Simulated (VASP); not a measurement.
# ZnO (Cmcm) in VASP: further runs

The runs below take ZnO through single point, with PBE+D3(BJ).

Program: VASP 6.6.1. These are calculated values, not measurements. Logs are shortened: lines on timing, memory, paths and dates and some standing lists are left out, and cuts for length are marked.

**1. The cell of the first run**

It takes space group Cmcm (No. 63, orthorhombic). The conventional cell has a = 3.201 Å, b = 5.771 Å, c = 6.169 Å, α = 90.00°, β = 90.00°, γ = 90.00°. Zn (site symmetry m2m) has 3 O at 1.87 to 1.92 Å within 2.5 Å. Within 2.5 Å of O (site symmetry m2m) lie 3 Zn at 1.87 to 1.92 Å.

**2. Single point, PBE+D3(BJ) (strain -0.0200 x Voigt [1, -1, 0, 0, 0, 0])**

File INCAR:

```
SYSTEM = ZnO
PREC = Accurate ; ENCUT = 520
EDIFF = 1E-6 ; ISMEAR = 0
SIGMA = 0.05 ; LREAL = .False.
LASPH = .True. ; NELM = 100
ALGO = Normal ; ISIF = 2
LWAVE = .False. ; LCHARG = .False.
GGA = PE ; IVDW = 12
NBANDS = 26
```

File KPOINTS:

```
Automatic mesh
0
Gamma
  12 12 6
  0 0 0
```

File POSCAR:

```
ZnO
1.0
    3.2009496466      0.0000000000      0.0000000000
   -1.6004748233      2.8852508004      0.0000000000
    0.0000000000      0.0000000000      6.1688483439
Zn O
2 2
Direct
    0.0000000000      0.0000000000      0.7500000000
    0.0000000000      0.0000000000      0.2500000000
    0.3333333333      0.6666666667      0.2500000000
    0.6666666667      0.3333333333      0.7500000000
```

Potentials or basis: VASP PAW PBE potentials, release 64 (Zn, O).

Command:

```console
$ cat potpaw_PBE.64/Zn/POTCAR potpaw_PBE.64/O/POTCAR > POTCAR
$ mpirun -np 1 vasp_std > vasp.out
```

OUTCAR:

```text
SYSTEM = ZnO
   PREC = Accurate
   ENCUT = 520
   EDIFF = 1E-6
   ISMEAR = 0
   LREAL = .False.
   LASPH = .True.
   NELM = 100
   ISIF = 2
   GGA = PE
   IVDW = 12
 IVDW          = 12

 ion  position               nearest neighbor table
   1  0.000  0.000  0.750-   4 1.87   4 1.87   4 1.92
   2  0.000  0.000  0.250-   3 1.87   3 1.87   3 1.92
   3  0.333  0.667  0.250-   2 1.87   2 1.87   2 1.92
   4  0.667  0.333  0.750-   1 1.87   1 1.87   1 1.92

  LATTYP: Found a base centered orthorhombic cell.
 ALAT       =     3.2009496466
 B/A-ratio  =     1.8027467589
 C/A-ratio  =     1.9271931848

  Lattice vectors:

 A1 = (   1.6004748233,  -2.8852508004,   0.0000000000)
 A2 = (   1.6004748233,   2.8852508004,   0.0000000000)
 A3 = (   0.0000000000,   0.0000000000,   6.1688483439)

Analysis of symmetry for initial positions (statically):
=====================================================================
 Subroutine PRICEL returns:
 Original cell was already a primitive cell.

 Routine SETGRP: Setting up the symmetry group for a
 base centered orthorhombic supercell.

 Subroutine GETGRP returns: Found  8 space group operations
 (whereof  4 operations were pure point group operations)
 out of a pool of  8 trial point group operations.

The static configuration has the point symmetry C_2h.
 The point group associated with its full space group is D_2h.

Analysis of symmetry for dynamics (positions and initial velocities):
=====================================================================
 Subroutine PRICEL returns:
 Original cell was already a primitive cell.

 Routine SETGRP: Setting up the symmetry group for a
 base centered orthorhombic supercell.

 Subroutine GETGRP returns: Found  8 space group operations
 (whereof  4 operations were pure point group operations)
 out of a pool of  8 trial point group operations.

The dynamic configuration has the point symmetry C_2h.
 The point group associated with its full space group is D_2h.

 Subroutine INISYM returns: Found  8 space group operations
 (whereof  4 operations are pure point group operations),
 and found     1 'primitive' translations

----------------------------------------------------------------------------------------

                                     Primitive cell

  volume of cell :      56.9727

  direct lattice vectors                    reciprocal lattice vectors
     3.200949647  0.000000000  0.000000000     0.312407289  0.173295160  0.000000000
    -1.600474823  2.885250800  0.000000000     0.000000000  0.346590321  0.000000000
     0.000000000  0.000000000  6.168848344     0.000000000  0.000000000  0.162104812

  length of vectors
     3.200949647  3.299422956  6.168848344     0.357252749  0.346590321  0.162104812

  position of ions in fractional coordinates (direct lattice)
     0.000000000  0.000000000  0.750000000
     0.000000000  0.000000000  0.250000000
     0.333333333  0.666666667  0.250000000
     0.666666667  0.333333333  0.750000000

  ion indices of the primitive-cell ions
   primitive index   ion index
                 1           1
                 2           2
                 3           3
                 4           4

----------------------------------------------------------------------------------------

 KPOINTS: Automatic mesh

Automatic generation of k-mesh.
 Grid dimensions read from file:
 generate k-points for:   12   12    6

 Generating k-lattice:

  Cartesian coordinates                     Fractional coordinates (reciprocal lattice)
     0.026033941  0.014441263  0.000000000     0.083333333  0.000000000  0.000000000
     0.000000000  0.028882527  0.000000000     0.000000000  0.083333333  0.000000000
     0.000000000  0.000000000  0.027017469     0.000000000  0.000000000  0.166666667

  Length of vectors
     0.029771062  0.028882527  0.027017469

  Shift w.r.t. Gamma in fractional coordinates (k-lattice)
     0.000000000  0.000000000  0.000000000

 Subroutine IBZKPT returns following result:
 ===========================================

 Found    172 irreducible k-points:

 Following reciprocal coordinates:
            Coordinates               Weight
  0.000000  0.000000  0.000000      1.000000
  0.083333  0.000000  0.000000      4.000000
  0.166667  0.000000  0.000000      4.000000
  0.250000 -0.000000  0.000000      4.000000
  0.333333  0.000000  0.000000      4.000000
  0.416667 -0.000000  0.000000      4.000000
[... 16 lines left out ...]
  0.333333  0.166667  0.000000      4.000000
  0.416667  0.166667  0.000000      4.000000
 [... further k-points ...]
   k-points           NKPTS =    172   k-points in BZ     NKDIM =    172   number of bands    NBANDS=     26
   number of dos      NEDOS =    301   number of ions     NIONS =      4
   total plane-waves  NPLWV =  32256
   dimension x,y,z NGX =    24 NGY =   28 NGZ =   48
   dimension x,y,z NGXF=    48 NGYF=   56 NGZF=   96
   ions per type =               2   2
   NGX,Y,Z   is equivalent  to a cutoff of  12.46, 14.11, 12.94 a.u.
   NGXF,Y,Z  is equivalent  to a cutoff of  24.93, 28.22, 25.87 a.u.
 SYSTEM =  ZnO
   PREC   = accura    normal or accurate (medium, high low for compatibility)
   ISTART =      0    job   : 0-new  1-cont  2-samecut
   ICHARG =      2    charge: 1-file 2-atom 10-const
   ISPIN  =      1    spin polarized calculation?
   LNONCOLLINEAR =      F non collinear calculations
   LSORBIT =      F    spin-orbit coupling
   LASPH  =      T    aspherical Exc in radial PAW
   ENCUT  =  520.0 eV  38.22 Ry    6.18 a.u.   5.95  6.13 11.47*2*pi/ulx,y,z
   NELM   =    100;   NELMIN=  2; NELMDL= -5     # of ELM steps
   EDIFF  = 0.1E-05   stopping-criterion for ELM
   LREAL  =      F    real-space projection
   EDIFFG = 0.1E-04   stopping-criterion for IOM
   NSW    =      0    number of steps for IOM
   IBRION =     -1    ionic relax: 0-MD 1-quasi-New 2-CG
   NFREE  =      0    steps in history (QN), initial steepest desc. (CG)
   ISIF   =      2    stress and relaxation
   ISYM   =      2    0-nonsym 1-usesym 2-fastsym
   POTIM  = 0.5000    time-step for ionic-motion
   TEBEG  =    0.0;   TEEND  =   0.0 temperature during run
   PSTRESS=    0.0 pullay stress
   NELECT =      36.0000    total number of electrons
   NUPDOWN=      -1.0000    fix difference up-down
   EMIN   =  10.00;   EMAX   =-10.00  energy-range for DOS
   EFERMI =   0.00;   METHOD = LEGACY
   ISMEAR =     0;   SIGMA  =   0.05  broadening in eV -4-tet -1-fermi 0-gaus
   EFERMI_NEDOS =   21; number of points for ismear=-14 and -15
   IALGO  =     38    algorithm
   IMIX   =      4    mixing-type and parameters
     AMIX     =   0.40;   BMIX     =  1.00
     AMIX_MAG =   1.60;   BMIX_MAG =  1.00
  volume/ion in A,a.u.               =      14.24        96.12
  Fermi-wavevector in a.u.,A,eV,Ry     =   1.404818  2.654722 26.851295  1.973515
  Thomas-Fermi vector in A             =   2.527342
   LORBIT       =      0    0 simple, 1 ext, 2 COOP (PROOUT), +10 PAW based schemes
   GGA     = PE    functional components
   LHFCALC =     F    Hartree Fock is set to
   AEXX    =    0.0000 exact exchange contribution
   IVDW    =    12    specifies the selected vdW correction
   LEPSILON=     F    determine dielectric tensor
   LRPA    =     F    only Hartree local field effects (RPA)
 non-spin polarized calculation
 Gauss-broadening in eV      SIGMA  =   0.05
  energy-cutoff  :      520.00
  volume of cell :       56.97
 maximum number of plane-waves:      1564
   NGX = 11   NGY = 13   NGZ = 23

 number of electron      35.9999994 magnetization

 Free energy of the ion-electron system (eV)
  ---------------------------------------------------
  ext. energy  EPLUGINS =         0.00000000
  ---------------------------------------------------
  free energy    TOTEN  =       -16.86503233 eV

  energy without entropy =      -16.86503233  energy(sigma->0) =      -16.86503233

 E-fermi :   0.3508     XC(G=0):  -9.8699

 val. band max:        0.0963721540   @ k =   0.0000   0.0000   0.0000
 cond. band min:       0.7257513315   @ k =   0.0000   0.0000   0.0000
 fundamental gap:      0.6293791775
 Fermi energy:         0.3507632444

 k-point     1 :       0.0000    0.0000    0.0000
  band No.  band energies     occupation
      1     -17.6534      2.00000
      2     -17.4235      2.00000
      3      -6.2426      2.00000
      4      -6.2282      2.00000
      5      -6.1876      2.00000
      6      -6.1800      2.00000
[... 18 lines left out ...]
     25      13.5876      0.00000
     26      14.0854      0.00000

 k-point     2 :       0.0833    0.0000    0.0000
  band No.  band energies     occupation
      1     -17.6169      2.00000
      2     -17.3941      2.00000
      3      -6.2476      2.00000
      4      -6.2069      2.00000
      5      -6.1824      2.00000
      6      -6.1357      2.00000
[... 18 lines left out ...]
     25      13.4751      0.00000
     26      13.9864      0.00000

 k-point     3 :       0.1667    0.0000    0.0000
  band No.  band energies     occupation
      1     -17.5155      2.00000
      2     -17.3136      2.00000
      3      -6.2717      2.00000
      4      -6.2356      2.00000
      5      -6.0448      2.00000
      6      -5.9932      2.00000
[... 18 lines left out ...]
     25      13.0544      0.00000
     26      14.2720      0.00000

 k-point     4 :       0.2500   -0.0000    0.0000
  band No.  band energies     occupation
      1     -17.3721      2.00000
      2     -17.2036      2.00000
      3      -6.2613      2.00000
      4      -6.2364      2.00000
      5      -5.8261      2.00000
      6      -5.7765      2.00000
[... 18 lines left out ...]
     25      13.4088      0.00000
     26      14.3617      0.00000
[... 496 lines left out ...]
      1     -17.1811      2.00000
      2     -17.0702      2.00000
      3      -6.1100      2.00000
      4      -6.0967      2.00000
      5      -5.4717      2.00000
      6      -5.4574      2.00000
[... 18 lines left out ...]
     25      12.2576      0.00000
     26      13.4439      0.00000

 k-point    23 :       0.3333    0.1667    0.0000
  band No.  band energies     occupation
      1     -17.0724      2.00000
      2     -17.0046      2.00000
      3      -5.9660      2.00000
      4      -5.9451      2.00000
      5      -5.5021      2.00000
      6      -5.2175      2.00000
[... 18 lines left out ...]
     25      12.3810      0.00000
     26      13.0840      0.00000

 k-point    24 :       0.4167    0.1667    0.0000
  band No.  band energies     occupation
      1     -17.0228      2.00000
      2     -16.9817      2.00000
      3      -5.8974      2.00000
      4      -5.8704      2.00000
      5      -5.5240      2.00000
      6      -5.2335      2.00000
[... 18 lines left out ...]
     25      12.5464      0.00000
     26      12.9341      0.00000

 [... further k-points ...]

------------------------ aborting loop because EDIFF is reached ----------------------------------------

 Edisp (eV)   -0.74915

 E8    (eV) :    -0.2845

  FORCE on cell =-STRESS in cart. coord.  units (eV):
  Direction    XX          YY          ZZ          XY          YZ          ZX
  --------------------------------------------------------------------------------------
  -------------------------------------------------------------------------------------
  Total       2.37739    -1.05308    -0.03457     0.00000     0.00000     0.00000
  in kB      66.85672   -29.61446    -0.97228     0.00000     0.00000     0.00000
  external pressure =       12.09 kB  Pullay stress =        0.00 kB

 VOLUME and BASIS-vectors are now :
 -----------------------------------------------------------------------------
  energy-cutoff  :      520.00
  volume of cell :       56.97
      direct lattice vectors                 reciprocal lattice vectors
     3.200949647  0.000000000  0.000000000     0.312407289  0.173295160  0.000000000
    -1.600474823  2.885250800  0.000000000     0.000000000  0.346590321  0.000000000
     0.000000000  0.000000000  6.168848344     0.000000000  0.000000000  0.162104812

 POSITION                                       TOTAL-FORCE (eV/Angst)
 -----------------------------------------------------------------------------------
      0.00000      0.00000      4.62664         0.000000     -0.534766      0.000000
      0.00000      0.00000      1.54221         0.000000      0.534766      0.000000
     -0.00000      1.92350      1.54221         0.000000     -0.503604      0.000000
      1.60047      0.96175      4.62664         0.000000      0.503604     -0.000000
 -----------------------------------------------------------------------------------
    total drift:                               -0.000000      0.000000     -0.000000

  FREE ENERGIE OF THE ION-ELECTRON SYSTEM (eV)
  ---------------------------------------------------
  free  energy   TOTEN  =       -17.6141841942 eV

  energy  without entropy=      -17.6141841942  energy(sigma->0) =      -17.61418419
```

Wall time 3.6 min (1 thread of AMD EPYC 9R14 (Zen 4), shared host); peak memory 0.31 GiB.

Results:

* Free energy: -17.6142 eV
* Pressure: 1.2 GPa
* Largest force: 0.535 eV/Å
* Band gap on the k mesh: 0.63 eV
* Dispersion energy per atom: -0.187 eV

Forces in eV/Å, atoms in the order of the input:
```
Zn   0.000 -0.535  0.000
Zn   0.000  0.535  0.000
O    0.000 -0.504  0.000
O    0.000  0.504  0.000
```

Caveat: the cell differs from its parent crystal (strain -0.0200 x Voigt [1, -1, 0, 0, 0, 0]); the stress differs along the axes, from -3 to 7 GPa; semilocal functionals underestimate gaps, and a narrow one can read as zero. A k mesh can miss the band edges.

**3. Single point, PBE+D3(BJ) (strain +0.0150 x Voigt [1, -1, 0, 0, 0, 0])**

File INCAR:

```
SYSTEM = ZnO
PREC = Accurate ; ENCUT = 520
EDIFF = 1E-7 ; ISMEAR = 0
SIGMA = 0.05 ; LREAL = .False.
LASPH = .True. ; NELM = 60
ALGO = Normal ; ISIF = 2
LWAVE = .False. ; LCHARG = .False.
GGA = PE ; IVDW = 12
NBANDS = 26
```

File KPOINTS:

```
regular mesh
0
Gamma
  12 12 6
  0 0 0
```

POSCAR: that of step 2 with these lines changed.

```diff
@@ -2,4 +2,4 @@
 1.0
-    3.2009496466      0.0000000000      0.0000000000
-   -1.6004748233      2.8852508004      0.0000000000
+    3.3152692768      0.0000000000      0.0000000000
+   -1.6576346384      2.7862470964      0.0000000000
     0.0000000000      0.0000000000      6.1688483439
```

Potentials or basis: VASP PAW PBE potentials, release 64 (Zn, O).

Command:

```console
$ cat potpaw_PBE.64/Zn/POTCAR potpaw_PBE.64/O/POTCAR > POTCAR
$ mpirun -np 1 vasp_std > vasp.out
```

It took 3.9 min on 1 thread of AMD EPYC 9R14 (Zen 4), shared host; peak memory 0.31 GiB.

Results (log left out):

* Free energy: -17.6289 eV
* Pressure: 1.1 GPa
* Largest force: 0.441 eV/Å
* Band gap on the k mesh: 0.66 eV
* Dispersion energy per atom: -0.187 eV

Forces in eV/Å, atoms in the order of the input:
```
Zn   0.000  0.441  0.000
Zn   0.000 -0.441  0.000
O    0.000  0.418  0.000
O    0.000 -0.418  0.000
```

Stress tensor (GPa, compression positive):
```
-2.11  0.00  0.00
 0.00  5.48  0.00
 0.00  0.00 -0.12
```

Levels at points of the mesh, in eV from the valence-band top:
| k point | band 15 | band 16 | band 17 | band 18 | band 19 | band 20 | band 21 | band 22 |
| --- | --- | --- | --- | --- | --- | --- | --- | --- |
| (0.00, 0.00, 0.00) | -0.11 | -0.08 | -0.02 | 0.00 | 0.66 | 4.20 | 5.61 | 12.30 |
| (0.50, 0.00, 0.00) | -1.96 | -1.73 | -1.09 | -1.06 | 4.46 | 5.43 | 6.45 | 9.28 |
| (0.00, 0.50, 0.00) | -2.24 | -1.99 | -1.02 | -1.00 | 4.53 | 5.30 | 6.24 | 9.30 |
| (0.00, 0.00, 0.50) | -0.10 | -0.10 | -0.01 | -0.01 | 2.23 | 2.23 | 8.55 | 8.55 |
| (0.50, 0.00, 0.50) | -1.84 | -1.84 | -0.96 | -0.96 | 4.73 | 4.73 | 8.14 | 8.14 |
| (0.00, 0.50, 0.50) | -2.12 | -2.12 | -0.91 | -0.91 | 4.69 | 4.69 | 8.15 | 8.15 |

Caveat: the cell differs from its parent crystal (strain +0.0150 x Voigt [1, -1, 0, 0, 0, 0]); the stress differs along the axes, from -2 to 5 GPa; semilocal functionals underestimate gaps, and a narrow one can read as zero. A k mesh can miss the band edges.
